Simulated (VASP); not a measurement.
Write the native input for VASP 6.6.1 that does the following.

```yaml
Task: single point
Functional: PBE
Potentials_or_basis: VASP PAW PBE potentials, release 64 (Ge_d, Se)
Cutoff: 520 eV
k_mesh: 8 × 8 × 8
Occupations: gaussian, width 0.1 eV
Spin: no spin polarisation
Dipole_correction: no
Further_INCAR_settings: ALGO = Normal; EDIFF = 1e-06; NBANDS = 46
```

The structure of Ge3Se5 lies in POSCAR:

```
Ge3Se5
1.0
   -3.4690597333      3.4690597333      3.4690597333
    3.4690597333     -3.4690597333      3.4690597333
    3.4690597333      3.4690597333     -3.4690597333
Ge Se
3 5
Direct
    0.0000000000      0.5000000000      0.5000000000
    0.5000000000      0.5000000000      0.0000000000
    0.5000000000      0.0000000000      0.5000000000
    0.0000000000      0.0000000000      0.0000000000
    0.0000000000      0.0000000000      0.5000000000
    0.0000000000      0.5000000000      0.0000000000
    0.5000000000      0.0000000000      0.0000000000
    0.5000000000      0.5000000000      0.5000000000
```

These files were run (other wordings do the same):

INCAR

```
  PREC = Accurate
  ENCUT = 520
  EDIFF = 1E-6
  ISMEAR = 0
  SIGMA = 0.1
  LREAL = False
  LASPH = True
  NELM = 100
  ALGO = Normal
  ISIF = 2
  LWAVE = False
  LCHARG = False
  GGA = PE
  NBANDS = 46
```

KPOINTS

```
Automatic mesh
0
Gamma
  8 8 8
```

Potentials or basis: VASP PAW PBE potentials, release 64 (Ge_d, Se).

The run is started by

```bash
$ cat potpaw_PBE.64/Ge_d/POTCAR potpaw_PBE.64/Se/POTCAR > POTCAR
$ mpirun -np 1 vasp_std > vasp.out
```

It gave:

```
Pressure               : 0.0 GPa
Band gap on the k mesh : zero (band 36 reaches 6.98 eV, above the bottom of band 37 at 4.91 eV)
```

Run time: 3.1 min on 1 thread of AMD EPYC 9R45 96-Core Processor (Zen 5), on a shared host, peak memory 0.37 GiB.
